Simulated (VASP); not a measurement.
Here is a VASP 6.6.1 calculation.

File INCAR:

```
SYSTEM = Fe
PREC = Accurate
ENCUT = 520
EDIFF = 1E-6
ISMEAR = 0
SIGMA = 0.05
LREAL = .False.
LASPH = .True.
NELM = 150
ALGO = Normal
ISIF = 2
LWAVE = .False.
LCHARG = .False.
ISPIN = 2
MAGMOM = 2.5
LORBIT = 11
LMAXMIX = 4
GGA = PE
NBANDS = 14
```

KPOINTS

```
regular mesh
0
Gamma
  10 10 10
  0 0 0
```

Contents of POSCAR:

```
Fe
1.0
   -1.4350000000      1.4350000000      1.4350000000
    1.4350000000     -1.4350000000      1.4350000000
    1.4350000000      1.4350000000     -1.4350000000
Fe
1
Direct
    0.0000000000      0.0000000000      0.0000000000
```

Potentials or basis: VASP PAW PBE potentials, release 64 (Fe).

Command:

```bash
$ cat potpaw_PBE.64/Fe/POTCAR > POTCAR
$ mpirun -np 1 vasp_std > vasp.out
```

Question: What does it give for the pressure?

Answer: -8.9 GPa.

Question: What does it give for the site moments?

Answer: Fe +2.16 μB.

Question: What does it give for the net moment?

Answer: 2.15 μB per cell.
